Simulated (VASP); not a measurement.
Crystal: NaH.

```
Na H
1.0
     0.00000    2.44000    2.44000
     2.44000    0.00000    2.44000
     2.44000    2.44000    0.00000
Na H
1 1
Cartesian
  0.0000 0.0000 0.0000
  2.4400 2.4400 2.4400
```

Base run:

| Quantity | Value |
| --- | --- |
| Program | VASP 6.6.1 |
| Functional | HSE06 |
| Potentials or basis | VASP PAW PBE potentials, release 64 (Na_pv, H) |
| Cutoff | 520 eV |
| k mesh | 6 × 6 × 6 |
| Occupations | fermi-dirac, width 0.05 eV |
| Spin | no spin polarisation |

Its results: band gap on the k mesh 4.78 eV (least direct gap 5.67 eV); pressure -1.0 GPa.

Question: The run is repeated on the same cell with these changes: functional from HSE06 to PBE0. What comes out?

Answer: Band gap on the k mesh 5.52 eV (least direct gap 6.42 eV); pressure -1.0 GPa.

Caveats: the PAW data sets were made with another functional, which shifts forces and pressure a little.

A k mesh can miss the band edges.
